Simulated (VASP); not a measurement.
# Ca (P-1) in VASP: single point with PBE exchange alone

Aim: the single point of Ca with PBE exchange alone.

Everything below comes from runs of VASP 6.6.1. Logs are shortened: lines on timing, memory, paths and dates and some standing lists are left out, and cuts for length are marked.

## 1. The cell of the first run

The typed cell holds 1 atom: a = 3.889 Å, b = 3.785 Å, c = 3.824 Å, α = 109.87°, β = 111.79°, γ = 107.83°.

## 2. Single point, PBE exchange alone, collinear spin (the cell strained at random)

File INCAR:

```
SYSTEM = Ca
AGGAC = 0.0 ; ALDAC = 0.0
ALGO = Fast ; EDIFF = 1E-7
ENCUT = 520 ; GGA = PE
ISIF = 2 ; ISMEAR = 1
ISPIN = 2 ; LASPH = .TRUE.
LCHARG = .FALSE. ; LORBIT = 11
LREAL = .FALSE. ; LWAVE = .FALSE.
MAGMOM = 0.5 ; NBANDS = 15
NELM = 150 ; PREC = Accurate
SIGMA = 0.05
```

File KPOINTS:

```
k-points
0
G
  9 9 9
  0 0 0
```

File POSCAR:

```
Ca
1.0
   -2.2387560000      2.1912570000      2.3053220000
    2.1693490000     -2.1712010000      2.2154890000
    2.2015050000      2.1339500000     -2.2851830000
Ca
1
Direct
    0.5000000000      0.5000000000      0.0000000000
```

Potentials or basis: VASP PAW PBE potentials, release 64 (Ca_sv).

Launch:

```bash
$ cat potpaw_PBE.64/Ca_sv/POTCAR > POTCAR
$ mpirun -np 1 vasp_std > vasp.out
```

OUTCAR:

```text
SYSTEM = Ca
   EDIFF = 1E-7
   ENCUT = 520
   GGA = PE
   ISIF = 2
   ISMEAR = 1
   ISPIN = 2
   LASPH = .TRUE.
   LORBIT = 11
   LREAL = .FALSE.
   NELM = 150
   PREC = Accurate

 ion  position               nearest neighbor table
   1  0.500  0.500  0.000-

  LATTYP: Found a triclinic cell.
 ALAT       =     3.8239283742
 B/A-ratio  =     1.5943420177
 C/A-ratio  =     0.9899011600
 COS(alpha) =     0.0008105472
 COS(beta)  =     0.3399158233
 COS(gamma) =     0.8065822616

  Lattice vectors:

 A1 = (  -2.2015050000,  -2.1339500000,   2.2851830000)
 A2 = (  -4.3336030000,  -4.2879560000,   0.0495550000)
 A3 = (   2.1693490000,  -2.1712010000,   2.2154890000)

Analysis of symmetry for initial positions (statically):
=====================================================================
 Subroutine PRICEL returns:
 Original cell was already a primitive cell.

 Routine SETGRP: Setting up the symmetry group for a
 triclinic supercell.

 Subroutine GETGRP returns: Found  2 space group operations
 (whereof  2 operations were pure point group operations)
 out of a pool of  2 trial point group operations.

The static configuration has the point symmetry S_2 .

Analysis of symmetry for dynamics (positions and initial velocities):
=====================================================================
 Subroutine PRICEL returns:
 Original cell was already a primitive cell.

 Routine SETGRP: Setting up the symmetry group for a
 triclinic supercell.

 Subroutine GETGRP returns: Found  2 space group operations
 (whereof  2 operations were pure point group operations)
 out of a pool of  2 trial point group operations.

The dynamic configuration has the point symmetry S_2 .

Analysis of structural, dynamic, and magnetic symmetry:
=====================================================================
 Subroutine PRICEL returns:
 Original cell was already a primitive cell.

 Routine SETGRP: Setting up the symmetry group for a
 triclinic supercell.

 Subroutine GETGRP returns: Found  2 space group operations
 (whereof  2 operations were pure point group operations)
 out of a pool of  2 trial point group operations.

The overall configuration has the point symmetry S_2 .

 Subroutine INISYM returns: Found  2 space group operations
 (whereof  2 operations are pure point group operations),
 and found     1 'primitive' translations

----------------------------------------------------------------------------------------

                                     Primitive cell

  volume of cell :      42.7182

  direct lattice vectors                    reciprocal lattice vectors
    -2.238756000  2.191257000  2.305322000     0.005474222  0.230224372  0.220261933
     2.169349000 -2.171201000  2.215489000     0.232380258  0.000954845  0.224762695
     2.201505000  2.133950000 -2.285183000     0.230815540  0.233179031  0.002509190

  length of vectors
     3.889491637  3.785311133  3.823928374     0.318666829  0.323295167  0.328107559

  position of ions in fractional coordinates (direct lattice)
     0.500000000  0.500000000  0.000000000

  ion indices of the primitive-cell ions
   primitive index   ion index
                 1           1

----------------------------------------------------------------------------------------

 KPOINTS: k-points

Automatic generation of k-mesh.
 Grid dimensions read from file:
 generate k-points for:    9    9    9

 Generating k-lattice:

  Cartesian coordinates                     Fractional coordinates (reciprocal lattice)
     0.000608247  0.025580486  0.024473548     0.111111111 -0.000000000  0.000000000
     0.025820029  0.000106094  0.024973633     0.000000000  0.111111111 -0.000000000
     0.025646171  0.025908781  0.000278799    -0.000000000  0.000000000  0.111111111

  Length of vectors
     0.035407425  0.035921685  0.036456395

  Shift w.r.t. Gamma in fractional coordinates (k-lattice)
     0.000000000  0.000000000  0.000000000

 Subroutine IBZKPT returns following result:
 ===========================================

 Found    365 irreducible k-points:

 Following reciprocal coordinates:
            Coordinates               Weight
  0.000000  0.000000  0.000000      1.000000
  0.111111 -0.000000  0.000000      2.000000
  0.222222 -0.000000  0.000000      2.000000
  0.333333 -0.000000  0.000000      2.000000
  0.444444 -0.000000  0.000000      2.000000
 -0.000000  0.111111  0.000000      2.000000
[... 16 lines left out ...]
 -0.111111  0.222222 -0.000000      2.000000
  0.000000  0.333333  0.000000      2.000000
 [... further k-points ...]
   k-points           NKPTS =    365   k-points in BZ     NKDIM =    365   number of bands    NBANDS=     15
   number of dos      NEDOS =    301   number of ions     NIONS =      1
   total plane-waves  NPLWV =  23520
   dimension x,y,z NGX =    30 NGY =   28 NGZ =   28
   dimension x,y,z NGXF=    60 NGYF=   56 NGZF=   56
   ions per type =               1
   NGX,Y,Z   is equivalent  to a cutoff of  12.82, 12.30, 12.17 a.u.
   NGXF,Y,Z  is equivalent  to a cutoff of  25.65, 24.59, 24.35 a.u.
 SYSTEM =  Ca
   PREC   = accura    normal or accurate (medium, high low for compatibility)
   ISTART =      0    job   : 0-new  1-cont  2-samecut
   ICHARG =      2    charge: 1-file 2-atom 10-const
   ISPIN  =      2    spin polarized calculation?
   LNONCOLLINEAR =      F non collinear calculations
   LSORBIT =      F    spin-orbit coupling
   LASPH  =      T    aspherical Exc in radial PAW
   ENCUT  =  520.0 eV  38.22 Ry    6.18 a.u.   7.23  7.04  7.11*2*pi/ulx,y,z
   NELM   =    150;   NELMIN=  2; NELMDL= -5     # of ELM steps
   EDIFF  = 0.1E-06   stopping-criterion for ELM
   LREAL  =      F    real-space projection
   EDIFFG = 0.1E-05   stopping-criterion for IOM
   NSW    =      0    number of steps for IOM
   IBRION =     -1    ionic relax: 0-MD 1-quasi-New 2-CG
   NFREE  =      0    steps in history (QN), initial steepest desc. (CG)
   ISIF   =      2    stress and relaxation
   ISYM   =      2    0-nonsym 1-usesym 2-fastsym
   POTIM  = 0.5000    time-step for ionic-motion
   TEBEG  =    0.0;   TEEND  =   0.0 temperature during run
   PSTRESS=    0.0 pullay stress
   NELECT =      10.0000    total number of electrons
   NUPDOWN=      -1.0000    fix difference up-down
   EMIN   =  10.00;   EMAX   =-10.00  energy-range for DOS
   EFERMI =   0.00;   METHOD = LEGACY
   ISMEAR =     1;   SIGMA  =   0.05  broadening in eV -4-tet -1-fermi 0-gaus
   EFERMI_NEDOS =   21; number of points for ismear=-14 and -15
   IALGO  =     68    algorithm
   IMIX   =      4    mixing-type and parameters
     AMIX     =   0.40;   BMIX     =  1.00
     AMIX_MAG =   1.60;   BMIX_MAG =  1.00
  volume/ion in A,a.u.               =      42.72       288.28
  Fermi-wavevector in a.u.,A,eV,Ry     =   1.008952  1.906643 13.850517  1.017984
  Thomas-Fermi vector in A             =   2.141851
   LORBIT       =     11    0 simple, 1 ext, 2 COOP (PROOUT), +10 PAW based schemes
   GGA     = PE    functional components
   LHFCALC =     F    Hartree Fock is set to
   AEXX    =    0.0000 exact exchange contribution
   IVDW    =     0    specifies the selected vdW correction
   LEPSILON=     F    determine dielectric tensor
   LRPA    =     F    only Hartree local field effects (RPA)
 spin polarized calculation
 RMM-DIIS sequential band-by-band and
 Methfessel and Paxton  Order N= 1 SIGMA  =   0.05
  energy-cutoff  :      520.00
  volume of cell :       42.72
 maximum number of plane-waves:      1167
 NGX is ok and might be reduce to    30
   NGX = 15   NGY = 15   NGZ = 15

 number of electron      10.0000001 magnetization       0.2881881

 Free energy of the ion-electron system (eV)
  ---------------------------------------------------
  ext. energy  EPLUGINS =         0.00000000
  ---------------------------------------------------
  free energy    TOTEN  =        -0.77059046 eV

  energy without entropy =       -0.77067012  energy(sigma->0) =       -0.77061701

 E-fermi :   3.2077     XC(G=0):  -6.4265

 val. band max:        3.2041201722   @ k =   0.3333   0.3333   0.2222
 cond. band min:       3.2083337449   @ k =   0.4444  -0.1111   0.1111
 fundamental gap:      0.0042135726
 Fermi energy:         3.2076805803

 spin component 1

 k-point     1 :       0.0000    0.0000    0.0000
  band No.  band energies     occupation
      1     -38.7366      1.00000
      2     -19.7188      1.00000
      3     -19.7169      1.00000
      4     -19.7146      1.00000
      5      -1.0031      1.00000
      6       5.3099      0.00000
      7       5.3802      0.00000
      8       5.5892      0.00000
      9       6.2965      0.00000
     10       6.5198      0.00000
     11      12.7895      0.00000
     12      13.2058      0.00000
     13      13.4335      0.00000
     14      15.9586      0.00000
[... 401 lines left out ...]
      2     -19.8285      1.00000
      3     -19.7552      1.00000
      4     -19.7156      1.00000
      5       0.8354      1.00000
      6       4.0994     -0.00000
      7       4.7874      0.00000
      8       6.1573      0.00000
      9       6.5055      0.00000
     10       6.7657      0.00000
     11       9.6372      0.00000
     12      11.1562      0.00000
     13      12.6660      0.00000
     14      14.6615      0.00000
     15      15.1327      0.00000

 [... further k-points ...]

 spin component 2

 k-point     1 :       0.0000    0.0000    0.0000
  band No.  band energies     occupation
      1     -38.6767      1.00000
      2     -19.6585      1.00000
      3     -19.6540      1.00000
      4     -19.6528      1.00000
      5      -0.5624      1.00000
      6       5.4099      0.00000
      7       5.4783      0.00000
      8       5.7082      0.00000
      9       6.4970      0.00000
     10       6.6865      0.00000
     11      13.3484      0.00000
     12      13.7317      0.00000
     13      13.9384      0.00000
     14      16.2545      0.00000
[... 401 lines left out ...]
      2     -19.7687      1.00000
      3     -19.6909      1.00000
      4     -19.6521      1.00000
      5       1.2760      1.00000
      6       4.4104      0.00000
      7       4.9605      0.00000
      8       6.3183      0.00000
      9       6.6603      0.00000
     10       6.8342      0.00000
     11       9.8670      0.00000
     12      11.7035      0.00000
     13      12.9007      0.00000
     14      15.0513      0.00000
     15      15.4987      0.00000

 [... further k-points ...]

------------------------ aborting loop because EDIFF is reached ----------------------------------------

  FORCE on cell =-STRESS in cart. coord.  units (eV):
  Direction    XX          YY          ZZ          XY          YZ          ZX
  --------------------------------------------------------------------------------------
  -------------------------------------------------------------------------------------
  Total        0.5803660      0.6021206      0.5632260      0.0755097     -0.0334568      0.1437922
  in kB       21.7670532     22.5829778     21.1242049      2.8320457     -1.2548226      5.3930305
  external PRESSURE =      21.8247453 kB  Pullay stress =       0.0000000 kB

 VOLUME and BASIS-vectors are now :
 -----------------------------------------------------------------------------
  energy-cutoff  :      520.00
  volume of cell :       42.72
      direct lattice vectors                 reciprocal lattice vectors
    -2.238756000  2.191257000  2.305322000     0.005474222  0.230224372  0.220261933
     2.169349000 -2.171201000  2.215489000     0.232380258  0.000954845  0.224762695
     2.201505000  2.133950000 -2.285183000     0.230815540  0.233179031  0.002509190

 POSITION                                       TOTAL-FORCE (eV/Angst)
 -----------------------------------------------------------------------------------
     -0.03470      0.01003      2.26041        -0.000000     -0.000000      0.000000
 -----------------------------------------------------------------------------------
    total drift:                                0.000000     -0.000000      0.000000

  FREE ENERGIE OF THE ION-ELECTRON SYSTEM (eV)
  ---------------------------------------------------
  free  energy   TOTEN  =        -0.7705904621 eV

  energy  without entropy=       -0.7706701175  energy(sigma->0) =       -0.77061701

 total charge

# of ion       s       p       d       tot
------------------------------------------
    1        2.085   5.822   0.167   8.074

 magnetization (x)

# of ion       s       p       d       tot
------------------------------------------
    1       -0.001   0.012   0.044   0.055
```

Wall time 10 min (1 thread of Intel Xeon Platinum 8559C (Emerald Rapids), shared host); peak memory 0.43 GiB.

What came out:

```yaml
Free_energy: -0.7706 eV
Pressure: 2.2 GPa
Net_moment: 0.29 μB per cell
Site_moments: Ca +0.06 μB
Valence_electrons_inside_the_program's_atomic_spheres: Ca 8.07
```

Caveat: the cell differs from its parent crystal (the cell strained at random).
